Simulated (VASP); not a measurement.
Crystal: Sb.

```xyz
2
Lattice="2.1542 1.2437 3.7580 -2.1542 1.2437 3.7580 0.0000 -2.4875 3.7580" Properties=species:S:1:pos:R:3 pbc="T T T"
Sb    0.0000    0.0000    2.6324
Sb    0.0000    0.0000    8.6416
```

```yaml
Program: VASP 6.6.1
Task: relaxation of cell and atoms
Functional: PBE
Potentials_or_basis: VASP PAW PBE potentials, release 64 (Sb)
Cutoff: 600 eV
k_mesh: 16 × 16 × 16
Occupations: gaussian, width 0.1 eV
Spin: no spin polarisation
```

At the start: pressure 2.8 GPa; volume 30.21 Å³/atom.

Q: Where does the relaxation end?

A: Over 9 steps the energy falls by 12.7 meV/atom and the volume is 31.77 Å³/atom (+5.2 %); space group R-3m (No. 166, to 0.1 Å) before and after.

Step by step:
| step | energy change (eV) | largest force (eV/Å) | pressure (GPa) | volume (Å³) |
| --- | --- | --- | --- | --- |
| 1 | 0.0000 | 0.2510 | 2.81 | 60.41 |
| 2 | -0.0134 | 0.2256 | -1.58 | 65.16 |
| 3 | -0.0248 | 0.0456 | 0.04 | 63.16 |
| 4 | -0.0250 | 0.0332 | 0.03 | 63.23 |
| 5 | -0.0252 | 0.0027 | 0.00 | 63.44 |
| 6 | -0.0253 | 0.0025 | 0.01 | 63.48 |
| 7 | -0.0253 | 0.0024 | 0.02 | 63.53 |
| 8 | -0.0253 | 0.0035 | -0.03 | 63.58 |
| 9 | -0.0253 | 0.0005 | 0.00 | 63.54 |

Final structure:
```
CELL_PARAMETERS angstrom
2.18839 1.26347 3.83034
-2.18839 1.26347 3.83034
0.00000 -2.52694 3.83034
ATOMIC_POSITIONS crystal
Sb 0.23331 0.23331 0.23331
Sb 0.76669 0.76669 0.76669
```
